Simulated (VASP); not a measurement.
# HfSiF (P-6m2) in VASP: further runs

HfSiF is run at these levels: PBE; tasks: single point, relaxation of cell and atoms.

Program: VASP 6.6.1. These are calculated values, not measurements. Logs are shortened: lines on timing, memory, paths and dates and some standing lists are left out, and cuts for length are marked.

**1. The cell of the first run**

Symmetry: P-6m2, No. 187, hexagonal system. Conventional cell: a = 4.435 Å, b = 4.435 Å, c = 2.701 Å, α = 90.00°, β = 90.00°, γ = 120.00°. Within 3.6 Å of Hf (site symmetry -6m2) lie 2 Hf at 2.70 Å and 6 Si at 2.89 Å and 6 F at 2.89 Å. Si (site symmetry -6m2) has 3 F at 2.56 Å and 2 Si at 2.70 Å and 6 Hf at 2.89 Å within 3.4 Å. Within 3.4 Å of F (site symmetry -6m2) lie 3 Si at 2.56 Å and 2 F at 2.70 Å and 6 Hf at 2.89 Å.

The cell was built from a structure type or drawn by symmetry, and may not be a known phase.

**2. Single point, PBE**

The input, INCAR:

```
SYSTEM = HfSiF
PREC = Accurate
ENCUT = 520
EDIFF = 1E-6
ISMEAR = 0
SIGMA = 0.1
LREAL = .FALSE.
LASPH = .TRUE.
NELM = 100
ALGO = Normal
ISIF = 2
LWAVE = .FALSE.
LCHARG = .FALSE.
GGA = PE
NBANDS = 18
```

The input, KPOINTS:

```
Automatic mesh
0
G
  12 12 16
  0 0 0
```

The input, POSCAR:

```
HfSiF
1.0
    4.4346463892      0.0000000000      0.0000000000
   -2.2173231946      3.8405164299      0.0000000000
    0.0000000000      0.0000000000      2.7008033104
Hf Si F
1 1 1
Direct
    0.0000000000      0.0000000000      0.0000000000
    0.3333333333      0.6666666667      0.5000000000
    0.6666666667      0.3333333333      0.5000000000
```

Potentials or basis: VASP PAW PBE potentials, release 64 (Hf_pv, Si, F).

Started as:

```console
cat potpaw_PBE.64/Hf_pv/POTCAR potpaw_PBE.64/Si/POTCAR potpaw_PBE.64/F/POTCAR > POTCAR
mpirun -np 1 vasp_std > vasp.out
```

OUTCAR:

```text
SYSTEM = HfSiF
   PREC = Accurate
   ENCUT = 520
   EDIFF = 1E-6
   ISMEAR = 0
   LREAL = .FALSE.
   LASPH = .TRUE.
   NELM = 100
   ISIF = 2
   GGA = PE

 ion  position               nearest neighbor table
   1  0.000  0.000  0.000-   2 2.89   2 2.89   2 2.89   2 2.89   2 2.89   2 2.89
   2  0.333  0.667  0.500-   1 2.89   1 2.89   1 2.89   1 2.89   1 2.89   1 2.89
   3  0.667  0.333  0.500-

  LATTYP: Found a hexagonal cell.
 ALAT       =     4.4346463892
 C/A-ratio  =     0.6090233749

  Lattice vectors:

 A1 = (   4.4346463892,   0.0000000000,   0.0000000000)
 A2 = (  -2.2173231946,   3.8405164299,   0.0000000000)
 A3 = (   0.0000000000,   0.0000000000,   2.7008033104)

Analysis of symmetry for initial positions (statically):
=====================================================================
 Subroutine PRICEL returns:
 Original cell was already a primitive cell.

 Routine SETGRP: Setting up the symmetry group for a
 hexagonal supercell.

 Subroutine GETGRP returns: Found 12 space group operations
 (whereof 12 operations were pure point group operations)
 out of a pool of 24 trial point group operations.

The static configuration has the point symmetry D_3h.

Analysis of symmetry for dynamics (positions and initial velocities):
=====================================================================
 Subroutine PRICEL returns:
 Original cell was already a primitive cell.

 Routine SETGRP: Setting up the symmetry group for a
 hexagonal supercell.

 Subroutine GETGRP returns: Found 12 space group operations
 (whereof 12 operations were pure point group operations)
 out of a pool of 24 trial point group operations.

The dynamic configuration has the point symmetry D_3h.

 Subroutine INISYM returns: Found 12 space group operations
 (whereof 12 operations are pure point group operations),
 and found     1 'primitive' translations

----------------------------------------------------------------------------------------

                                     Primitive cell

  volume of cell :      45.9983

  direct lattice vectors                    reciprocal lattice vectors
     4.434646389  0.000000000  0.000000000     0.225497122  0.130190824  0.000000000
    -2.217323195  3.840516430  0.000000000     0.000000000  0.260381649  0.000000000
     0.000000000  0.000000000  2.700803310     0.000000000  0.000000000  0.370260210

  length of vectors
     4.434646389  4.434646389  2.700803310     0.260381649  0.260381649  0.370260210

  position of ions in fractional coordinates (direct lattice)
     0.000000000  0.000000000  0.000000000
     0.333333333  0.666666667  0.500000000
     0.666666667  0.333333333  0.500000000

  ion indices of the primitive-cell ions
   primitive index   ion index
                 1           1
                 2           2
                 3           3

----------------------------------------------------------------------------------------

 KPOINTS: Automatic mesh

Automatic generation of k-mesh.
 Grid dimensions read from file:
 generate k-points for:   12   12   16

 Generating k-lattice:

  Cartesian coordinates                     Fractional coordinates (reciprocal lattice)
     0.018791427  0.010849235  0.000000000     0.083333333  0.000000000  0.000000000
     0.000000000  0.021698471  0.000000000     0.000000000  0.083333333  0.000000000
     0.000000000  0.000000000  0.023141263     0.000000000  0.000000000  0.062500000

  Length of vectors
     0.021698471  0.021698471  0.023141263

  Shift w.r.t. Gamma in fractional coordinates (k-lattice)
     0.000000000  0.000000000  0.000000000

 Subroutine IBZKPT returns following result:
 ===========================================

 Found    171 irreducible k-points:

 Following reciprocal coordinates:
            Coordinates               Weight
  0.000000  0.000000  0.000000      1.000000
  0.083333  0.000000  0.000000      6.000000
  0.166667  0.000000  0.000000      6.000000
  0.250000  0.000000  0.000000      6.000000
  0.333333  0.000000  0.000000      6.000000
  0.416667  0.000000  0.000000      6.000000
[... 16 lines left out ...]
  0.250000  0.000000  0.062500     12.000000
  0.333333  0.000000  0.062500     12.000000
 [... further k-points ...]
   k-points           NKPTS =    171   k-points in BZ     NKDIM =    171   number of bands    NBANDS=     18
   number of dos      NEDOS =    301   number of ions     NIONS =      3
   total plane-waves  NPLWV =  25920
   dimension x,y,z NGX =    36 NGY =   36 NGZ =   20
   dimension x,y,z NGXF=    72 NGYF=   72 NGZF=   40
   ions per type =               1   1   1
   NGX,Y,Z   is equivalent  to a cutoff of  13.50, 13.50, 12.31 a.u.
   NGXF,Y,Z  is equivalent  to a cutoff of  26.99, 26.99, 24.62 a.u.
 SYSTEM =  HfSiF
   PREC   = accura    normal or accurate (medium, high low for compatibility)
   ISTART =      0    job   : 0-new  1-cont  2-samecut
   ICHARG =      2    charge: 1-file 2-atom 10-const
   ISPIN  =      1    spin polarized calculation?
   LNONCOLLINEAR =      F non collinear calculations
   LSORBIT =      F    spin-orbit coupling
   LASPH  =      T    aspherical Exc in radial PAW
   ENCUT  =  520.0 eV  38.22 Ry    6.18 a.u.   8.25  8.25  5.02*2*pi/ulx,y,z
   NELM   =    100;   NELMIN=  2; NELMDL= -5     # of ELM steps
   EDIFF  = 0.1E-05   stopping-criterion for ELM
   LREAL  =      F    real-space projection
[... 7 lines left out ...]
   TEBEG  =    0.0;   TEEND  =   0.0 temperature during run
   PSTRESS=    0.0 pullay stress
   NELECT =      21.0000    total number of electrons
   NUPDOWN=      -1.0000    fix difference up-down
   EMIN   =  10.00;   EMAX   =-10.00  energy-range for DOS
   EFERMI =   0.00;   METHOD = LEGACY
   ISMEAR =     0;   SIGMA  =   0.10  broadening in eV -4-tet -1-fermi 0-gaus
   EFERMI_NEDOS =   21; number of points for ismear=-14 and -15
   IALGO  =     38    algorithm
   IMIX   =      4    mixing-type and parameters
     AMIX     =   0.40;   BMIX     =  1.00
     AMIX_MAG =   1.60;   BMIX_MAG =  1.00
  volume/ion in A,a.u.               =      15.33       103.47
  Fermi-wavevector in a.u.,A,eV,Ry     =   1.260571  2.382134 21.620201  1.589040
  Thomas-Fermi vector in A             =   2.394074
   LORBIT       =      0    0 simple, 1 ext, 2 COOP (PROOUT), +10 PAW based schemes
   GGA     = PE    functional components
   LHFCALC =     F    Hartree Fock is set to
   AEXX    =    0.0000 exact exchange contribution
   IVDW    =     0    specifies the selected vdW correction
   LEPSILON=     F    determine dielectric tensor
   LRPA    =     F    only Hartree local field effects (RPA)
 non-spin polarized calculation
 Gauss-broadening in eV      SIGMA  =   0.10
  energy-cutoff  :      520.00
  volume of cell :       46.00
 maximum number of plane-waves:      1266
 NGX is ok and might be reduce to    36
   NGX = 17   NGY = 17   NGZ = 11

 number of electron      21.0000002 magnetization

 Free energy of the ion-electron system (eV)
  ---------------------------------------------------
  ext. energy  EPLUGINS =         0.00000000
  ---------------------------------------------------
  free energy    TOTEN  =       -19.42292099 eV

  energy without entropy =      -19.41824486  energy(sigma->0) =      -19.42058293

 E-fermi :   5.5896     XC(G=0): -11.0109

 val. band max:        5.5892135564   @ k =   0.3333   0.3333   0.0000
 cond. band min:       5.5969066769   @ k =   0.4167   0.1667   0.1250
 fundamental gap:      0.0076931205
 Fermi energy:         5.5895628039

 k-point     1 :       0.0000    0.0000    0.0000
  band No.  band energies     occupation
      1     -25.3230      2.00000
      2     -25.3230      2.00000
      3     -24.2843      2.00000
      4     -17.7077      2.00000
      5      -3.6793      2.00000
      6      -0.3184      2.00000
[... 10 lines left out ...]
     17      14.0119      0.00000
     18      14.8091      0.00000

 k-point     2 :       0.0833    0.0000    0.0000
  band No.  band energies     occupation
      1     -25.3250      2.00000
      2     -25.3234      2.00000
      3     -24.2842      2.00000
      4     -17.7046      2.00000
      5      -3.7011      2.00000
      6      -0.3103      2.00000
[... 10 lines left out ...]
     17      14.1005      0.00000
     18      14.8008      0.00000

 k-point     3 :       0.1667    0.0000    0.0000
  band No.  band energies     occupation
      1     -25.3305      2.00000
      2     -25.3244      2.00000
      3     -24.2841      2.00000
      4     -17.6946      2.00000
      5      -3.7458      2.00000
      6      -0.2882      2.00000
[... 10 lines left out ...]
     17      14.3399      0.00000
     18      14.7887      0.00000

 k-point     4 :       0.2500    0.0000    0.0000
  band No.  band energies     occupation
      1     -25.3379      2.00000
      2     -25.3259      2.00000
      3     -24.2839      2.00000
      4     -17.6810      2.00000
      5      -3.7765      2.00000
      6      -0.2581      2.00000
[... 10 lines left out ...]
     17      14.6685      0.00000
     18      14.7517      0.00000

 k-point     5 :       0.3333    0.0000    0.0000
  band No.  band energies     occupation
      1     -25.3453      2.00000
      2     -25.3273      2.00000
      3     -24.2836      2.00000
      4     -17.6677      2.00000
      5      -3.7759      2.00000
      6      -0.2284      2.00000
[... 10 lines left out ...]
     17      14.7006      0.00000
     18      15.0100      0.00000

 k-point     6 :       0.4167    0.0000    0.0000
  band No.  band energies     occupation
      1     -25.3506      2.00000
      2     -25.3283      2.00000
      3     -24.2835      2.00000
      4     -17.6580      2.00000
      5      -3.7559      2.00000
      6      -0.2068      2.00000
[... 307 lines left out ...]
 k-point    21 :       0.0833    0.0000    0.0625
  band No.  band energies     occupation
      1     -25.3172      2.00000
      2     -25.3156      2.00000
      3     -24.3548      2.00000
      4     -17.6914      2.00000
      5      -3.6213      2.00000
      6      -0.2790      2.00000
[... 10 lines left out ...]
     17      13.1510      0.00000
     18      14.9039      0.00000

 k-point    22 :       0.1667    0.0000    0.0625
  band No.  band energies     occupation
      1     -25.3226      2.00000
      2     -25.3167      2.00000
      3     -24.3546      2.00000
      4     -17.6818      2.00000
      5      -3.6671      2.00000
      6      -0.2604      2.00000
[... 10 lines left out ...]
     17      13.4174      0.00000
     18      14.9278      0.00000

 k-point    23 :       0.2500    0.0000    0.0625
  band No.  band energies     occupation
      1     -25.3299      2.00000
      2     -25.3180      2.00000
      3     -24.3543      2.00000
      4     -17.6690      2.00000
      5      -3.7000      2.00000
      6      -0.2352      2.00000
[... 10 lines left out ...]
     17      13.7448      0.00000
     18      14.9422      0.00000

 k-point    24 :       0.3333    0.0000    0.0625
  band No.  band energies     occupation
      1     -25.3371      2.00000
      2     -25.3194      2.00000
      3     -24.3540      2.00000
      4     -17.6563      2.00000
      5      -3.7027      2.00000
      6      -0.2104      2.00000
[... 10 lines left out ...]
     17      14.0489      0.00000
     18      14.9461      0.00000

 [... further k-points ...]
[... 5 lines left out ...]
  --------------------------------------------------------------------------------------
  -------------------------------------------------------------------------------------
  Total       -0.1617025     -0.1617025     -0.2303171      0.0000000     -0.0000000      0.0000000
  in kB       -5.6323003     -5.6323003     -8.0222310      0.0000000     -0.0000000      0.0000000
  external PRESSURE =      -6.4289438 kB  Pullay stress =       0.0000000 kB

 VOLUME and BASIS-vectors are now :
 -----------------------------------------------------------------------------
  energy-cutoff  :      520.00
  volume of cell :       46.00
      direct lattice vectors                 reciprocal lattice vectors
     4.434646389  0.000000000  0.000000000     0.225497122  0.130190824  0.000000000
    -2.217323195  3.840516430  0.000000000     0.000000000  0.260381649  0.000000000
     0.000000000  0.000000000  2.700803310     0.000000000  0.000000000  0.370260210

 POSITION                                       TOTAL-FORCE (eV/Angst)
 -----------------------------------------------------------------------------------
      0.00000      0.00000      0.00000        -0.000000      0.000000      0.000000
     -0.00000      2.56034      1.35040        -0.000000      0.000000      0.000000
      2.21732      1.28017      1.35040         0.000000      0.000000      0.000000
 -----------------------------------------------------------------------------------
    total drift:                               -0.000000      0.000000      0.000000

  FREE ENERGIE OF THE ION-ELECTRON SYSTEM (eV)
  ---------------------------------------------------
  free  energy   TOTEN  =       -19.4229209890 eV

  energy  without entropy=      -19.4182448642  energy(sigma->0) =      -19.42058293
```

It took 49 s on 1 thread of AMD EPYC 9R45 (Zen 5), shared host; peak memory 0.25 GiB.

Results:

| Quantity | Value |
| --- | --- |
| Free energy | -19.4229 eV |
| Pressure | -0.6 GPa |
| Band gap on the k mesh | zero (an odd number of electrons rules out a gap without spin polarisation) |

Levels at points of the mesh, in eV from the Fermi level:
```csv
k point,band 8,band 9,band 10,band 11,band 12,band 13,band 14,band 15
"(0.00, 0.00, 0.00)",-3.46,-2.15,-1.35,-1.35,4.45,4.85,4.85,5.44
"(0.50, 0.00, 0.00)",-3.47,-2.77,-0.83,-0.80,1.80,3.89,4.81,5.32
"(0.00, 0.00, 0.50)",-4.30,-3.09,-1.56,-1.56,1.17,1.17,5.51,5.51
"(0.50, 0.00, 0.50)",-3.80,-3.27,-0.72,0.61,1.86,2.66,3.67,4.06
```

Caveat: spin-orbit coupling is left out, which moves the levels of the heavy elements; an odd number of electrons without spin polarisation forces a metal; a magnetic or distorted state may lie lower.

(Continued in part 2 of 2.)
